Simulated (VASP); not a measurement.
Nb2Pd, 3 atoms in the cell. Symmetry: Fmmm, No. 69, orthorhombic system. The conventional cell has a = 3.636 Å, b = 4.291 Å, c = 13.076 Å, α = 90.00°, β = 90.00°, γ = 90.00°. Nb (site symmetry mm2) has 4 Pd at 2.79 to 3.02 Å and 10 Nb at 2.81 to 3.64 Å within 3.7 Å. Within 3.7 Å of Pd (site symmetry mmm) lie 8 Nb at 2.79 to 3.02 Å and 6 Pd at 2.81 to 3.64 Å. 

| Quantity | Value |
| --- | --- |
| Program | VASP 6.6.1 |
| Task | single point |
| Functional | LDA |
| Potentials or basis | VASP PAW LDA potentials, release 64 (Nb_sv, Pd) |
| Cutoff | 520 eV |
| k mesh | 11 × 11 × 11 |
| Occupations | fermi-dirac, width 0.1 eV |
| Spin | no spin polarisation |
| Dipole correction | no |
| Further INCAR settings | ALGO = Normal; EDIFF = 1e-06; NBANDS = 25 |

Potentials or basis: VASP PAW LDA potentials, release 64 (Nb_sv, Pd).

Command:

```bash
$ cat potpaw_LDA.64/Nb_sv/POTCAR potpaw_LDA.64/Pd/POTCAR > POTCAR
$ mpirun -np 1 vasp_std > vasp.out
```

Hardware: 1 thread of AMD EPYC 9R45 96-Core Processor (Zen 5), with other jobs on the host.

Task: How long does it take, and how much memory?

Result: It took 5.6 min on 1 thread of AMD EPYC 9R45 96-Core Processor (Zen 5), on a shared host, peak memory 0.35 GiB. Counts: scf iterations 14, k points 216.
